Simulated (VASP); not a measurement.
# ScSi2 (P6/mmm) in VASP: further runs, part 2 of 2

VASP 6.6.1. The steps go on from the part before.

**4. Electric field gradients, PBEsol**

This run uses another cell than the first one, of 14.97 Å³/atom.

INCAR reads:

```
ALGO = Normal
EDIFF = 1E-8
ENCUT = 520
GGA = PS
ISIF = 2
ISMEAR = -1
LASPH = T
LCHARG = F
LEFG = T
LREAL = F
LWAVE = F
NBANDS = 16
NELM = 80
PREC = Accurate
SIGMA = 0.05
```

KPOINTS reads:

```
k-points
0
Gamma
  13 13 11
```

POSCAR reads:

```
ScSi2
1.0
    3.6599987106      0.0000000000      0.0000000000
   -1.8299993553      3.1696518612      0.0000000000
    0.0000000000      0.0000000000      3.8700000000
Sc Si
1 2
Direct
    0.0000000000      0.0000000000      0.0000000000
    0.3333333333      0.6666666667      0.5000000000
    0.6666666667      0.3333333333      0.5000000000
```

Potentials or basis: VASP PAW PBE potentials, release 64 (Sc_sv, Si).

Started as:

```
cat potpaw_PBE.64/Sc_sv/POTCAR potpaw_PBE.64/Si/POTCAR > POTCAR
mpirun -np 1 vasp_std > vasp.out
```

OUTCAR:

```text
EDIFF = 1E-8
   ENCUT = 520
   GGA = PS
   ISIF = 2
   ISMEAR = -1
   LASPH = T
   LREAL = F
   NELM = 80
   PREC = Accurate

 ion  position               nearest neighbor table
   1  0.000  0.000  0.000-   2 2.87   3 2.87   2 2.87   3 2.87   3 2.87   3 2.87   2 2.87   2 2.87
                             3 2.87   3 2.87   2 2.87   2 2.87
   2  0.333  0.667  0.500-   3 2.11   3 2.11   3 2.11   1 2.87   1 2.87   1 2.87   1 2.87   1 2.87
                             1 2.87
   3  0.667  0.333  0.500-   2 2.11   2 2.11   2 2.11   1 2.87   1 2.87   1 2.87   1 2.87   1 2.87
                             1 2.87

  LATTYP: Found a hexagonal cell.
 ALAT       =     3.6599987106
 C/A-ratio  =     1.0573774217

  Lattice vectors:

 A1 = (   3.6599987106,   0.0000000000,   0.0000000000)
 A2 = (  -1.8299993553,   3.1696518612,   0.0000000000)
 A3 = (   0.0000000000,   0.0000000000,   3.8700000000)

Analysis of symmetry for initial positions (statically):
=====================================================================
 Subroutine PRICEL returns:
 Original cell was already a primitive cell.

 Routine SETGRP: Setting up the symmetry group for a
 hexagonal supercell.

 Subroutine GETGRP returns: Found 24 space group operations
 (whereof 24 operations were pure point group operations)
 out of a pool of 24 trial point group operations.

The static configuration has the point symmetry D_6h.

Analysis of symmetry for dynamics (positions and initial velocities):
=====================================================================
 Subroutine PRICEL returns:
 Original cell was already a primitive cell.

 Routine SETGRP: Setting up the symmetry group for a
 hexagonal supercell.

 Subroutine GETGRP returns: Found 24 space group operations
 (whereof 24 operations were pure point group operations)
 out of a pool of 24 trial point group operations.

The dynamic configuration has the point symmetry D_6h.

 Subroutine INISYM returns: Found 24 space group operations
 (whereof 24 operations are pure point group operations),
 and found     1 'primitive' translations

----------------------------------------------------------------------------------------

                                     Primitive cell

  volume of cell :      44.8956

  direct lattice vectors                    reciprocal lattice vectors
     3.659998711  0.000000000  0.000000000     0.273224140  0.157746031  0.000000000
    -1.829999355  3.169651861  0.000000000     0.000000000  0.315492062  0.000000000
     0.000000000  0.000000000  3.870000000     0.000000000  0.000000000  0.258397933

  length of vectors
     3.659998711  3.659998711  3.870000000     0.315492062  0.315492062  0.258397933

  position of ions in fractional coordinates (direct lattice)
     0.000000000  0.000000000  0.000000000
     0.333333333  0.666666667  0.500000000
     0.666666667  0.333333333  0.500000000

  ion indices of the primitive-cell ions
   primitive index   ion index
                 1           1
                 2           2
                 3           3

[... 77 lines left out ...]
   ISIF   =      2    stress and relaxation
   ISYM   =      2    0-nonsym 1-usesym 2-fastsym
   POTIM  = 0.5000    time-step for ionic-motion
   TEBEG  =    0.0;   TEEND  =   0.0 temperature during run
   PSTRESS=    0.0 pullay stress
   NELECT =      19.0000    total number of electrons
   NUPDOWN=      -1.0000    fix difference up-down
   EMIN   =  10.00;   EMAX   =-10.00  energy-range for DOS
   EFERMI =   0.00;   METHOD = LEGACY
   ISMEAR =    -1;   SIGMA  =   0.05  broadening in eV -4-tet -1-fermi 0-gaus
   EFERMI_NEDOS =   21; number of points for ismear=-14 and -15
   IALGO  =     38    algorithm
   IMIX   =      4    mixing-type and parameters
     AMIX     =   0.40;   BMIX     =  1.00
     AMIX_MAG =   1.60;   BMIX_MAG =  1.00
  volume/ion in A,a.u.               =      14.97       100.99
  Fermi-wavevector in a.u.,A,eV,Ry     =   1.229112  2.322685 20.554551  1.510717
  Thomas-Fermi vector in A             =   2.364012
   LORBIT       =      0    0 simple, 1 ext, 2 COOP (PROOUT), +10 PAW based schemes
   GGA     = PS    functional components
   LHFCALC =     F    Hartree Fock is set to
   AEXX    =    0.0000 exact exchange contribution
   IVDW    =     0    specifies the selected vdW correction
   LEPSILON=     F    determine dielectric tensor
   LRPA    =     F    only Hartree local field effects (RPA)
 non-spin polarized calculation
  energy-cutoff  :      520.00
  volume of cell :       44.90
 maximum number of plane-waves:      1224
 NGX is ok and might be reduce to    28
   NGX = 13   NGY = 13   NGZ = 15

 number of electron      19.0000001 magnetization

 Free energy of the ion-electron system (eV)
  ---------------------------------------------------
  ext. energy  EPLUGINS =         0.00000000
  ---------------------------------------------------
  free energy    TOTEN  =       -18.68589643 eV

  energy without entropy =      -18.66994185  energy(sigma->0) =      -18.67791914

 E-fermi :   9.1222     XC(G=0): -11.3372

 val. band max:        9.1184186975   @ k =   0.3846   0.0769   0.4545
 cond. band min:       9.1381030824   @ k =   0.3846   0.1538   0.1818
 fundamental gap:      0.0196843849
 Fermi energy:         9.1222469057

 k-point     1 :       0.0000    0.0000    0.0000
  band No.  band energies     occupation
      1     -40.2215      2.00000
      2     -19.0171      2.00000
      3     -18.9484      2.00000
      4     -18.9484      2.00000
      5      -4.7036      2.00000
      6       5.5959      2.00000
[... 433 lines left out ...]
      3     -18.9764      2.00000
      4     -18.9544      2.00000
      5      -4.3044      2.00000
      6       4.1913      2.00000
[... 8 lines left out ...]
     15      12.1291      0.00000
     16      12.4795      0.00000

 [... further k-points ...]
[... 5 lines left out ...]
  --------------------------------------------------------------------------------------
  -------------------------------------------------------------------------------------
  Total        9.6371852      9.6371852     -0.7105408      0.0000000      0.0000000     -0.0000000
  in kB      343.9199172    343.9199172    -25.3568979      0.0000000      0.0000000     -0.0000000
  external PRESSURE =     220.8276455 kB  Pullay stress =       0.0000000 kB

 VOLUME and BASIS-vectors are now :
 -----------------------------------------------------------------------------
  energy-cutoff  :      520.00
  volume of cell :       44.90
      direct lattice vectors                 reciprocal lattice vectors
     3.659998711  0.000000000  0.000000000     0.273224140  0.157746031  0.000000000
    -1.829999355  3.169651861  0.000000000     0.000000000  0.315492062  0.000000000
     0.000000000  0.000000000  3.870000000     0.000000000  0.000000000  0.258397933

 POSITION                                       TOTAL-FORCE (eV/Angst)
 -----------------------------------------------------------------------------------
      0.00000      0.00000      0.00000         0.000000      0.000000      0.000000
     -0.00000      2.11310      1.93500         0.000000      0.000000      0.000000
      1.83000      1.05655      1.93500        -0.000000     -0.000000      0.000000
 -----------------------------------------------------------------------------------
    total drift:                               -0.000000      0.000000      0.000000

  FREE ENERGIE OF THE ION-ELECTRON SYSTEM (eV)
  ---------------------------------------------------
  free  energy   TOTEN  =       -18.6858964302 eV

  energy  without entropy=      -18.6699418549  energy(sigma->0) =      -18.67791914

 Electric field gradients (V/A^2)
---------------------------------------------------------------------
 ion       V_xx      V_yy      V_zz      V_xy      V_xz      V_yz
---------------------------------------------------------------------
   1       2.259     2.258    -4.517    -0.001     0.000    -0.000
   2      -8.225    -8.225    16.450     0.000     0.000     0.000
   3      -8.225    -8.225    16.450     0.000     0.000     0.000
---------------------------------------------------------------------

 Electric field gradients after diagonalization (V/A^2)
 (convention: |V_zz| > |V_xx| > |V_yy|)
----------------------------------------------------------------------
 ion       V_xx      V_yy      V_zz     asymmetry (V_yy - V_xx)/ V_zz
----------------------------------------------------------------------
   1       2.260     2.257    -4.517       0.001
   2      -8.225    -8.225    16.450       0.000
   3      -8.225    -8.225    16.450       0.000
----------------------------------------------------------------------

           NMR quadrupolar parameters

 Cq : quadrupolar parameter    Cq=e*Q*V_zz/h
 eta: asymmetry parameters     (V_yy - V_xx)/ V_zz
 Q  : nuclear electric quadrupole moment in mb (millibarn)
----------------------------------------------------------------------
 ion       Cq(MHz)       eta       Q (mb)
----------------------------------------------------------------------
   1      -0.011       0.001       1.000
   2       0.040       0.000       1.000
   3       0.040       0.000       1.000
----------------------------------------------------------------------
```

OSZICAR:

```text
N       E                     dE             d eps       ncg     rms          rms(c)
DAV:   1     0.118451638825E+03    0.11845E+03   -0.80849E+03  4040   0.112E+03
DAV:   2    -0.153221860762E+02   -0.13377E+03   -0.13058E+03  4200   0.328E+02
DAV:   3    -0.208609312343E+02   -0.55387E+01   -0.53453E+01  6240   0.645E+01
DAV:   4    -0.209686983275E+02   -0.10777E+00   -0.10768E+00  5056   0.890E+00
DAV:   5    -0.209719080765E+02   -0.32097E-02   -0.32093E-02  6104   0.152E+00    0.116E+01
DAV:   6    -0.187251394921E+02    0.22468E+01   -0.83716E+00  6696   0.274E+01    0.486E+00
DAV:   7    -0.187032740096E+02    0.21865E-01   -0.27040E-01  4944   0.359E+00    0.285E+00
DAV:   8    -0.186888155272E+02    0.14458E-01   -0.56608E-02  5936   0.262E+00    0.523E-01
DAV:   9    -0.186863390942E+02    0.24764E-02   -0.28790E-02  6320   0.177E+00    0.201E-01
DAV:  10    -0.186868475796E+02   -0.50849E-03   -0.13454E-02  6064   0.114E+00    0.193E-01
DAV:  11    -0.186858931449E+02    0.95443E-03   -0.42860E-03  6048   0.660E-01    0.991E-03
DAV:  12    -0.186858970953E+02   -0.39504E-05   -0.86928E-05  5904   0.581E-02    0.191E-02
DAV:  13    -0.186858965706E+02    0.52465E-06   -0.33346E-06  5736   0.157E-02    0.401E-03
DAV:  14    -0.186858965599E+02    0.10694E-07   -0.28175E-07  6616   0.574E-03    0.220E-03
DAV:  15    -0.186858964252E+02    0.13475E-06   -0.34309E-07  6528   0.488E-03    0.263E-04
DAV:  16    -0.186858964302E+02   -0.50097E-08   -0.12283E-08  2792   0.112E-03
   1 F= -.18685896E+02 E0= -.18677919E+02  d E =-.159546E-01
```

It took 2.5 min on 1 thread of Intel Xeon 8259CL, shared host; peak memory 0.22 GiB.

Results:

| Quantity | Value |
| --- | --- |
| Free energy | -18.6859 eV |
| Pressure | 22.1 GPa |
| Band gap on the k mesh | zero (an odd number of electrons rules out a gap without spin polarisation) |
| Largest electric field gradient by atom | Sc -4.5; Si +16.4 V/Å² |

Levels at points of the mesh, in eV from the Fermi level:
```csv
k point,band 7,band 8,band 9,band 10,band 11,band 12,band 13,band 14
"(0.00, 0.00, 0.00)",-3.42,-3.42,-2.10,1.10,1.10,1.22,1.65,1.65
```

Electric field gradients, principal values (V/Å²):
```
atom   least  middle  greatest (by size)
1 Sc   2.257   2.260              -4.517
2 Si  -8.225  -8.225              16.450
3 Si  -8.225  -8.225              16.450
```

Caveat: the cell stands under pressure; without QUAD_EFG the Cq values of the log hold for a quadrupole moment of 1 mb, not for the nuclei; the PAW data sets were made with another functional, which shifts forces and pressure a little.
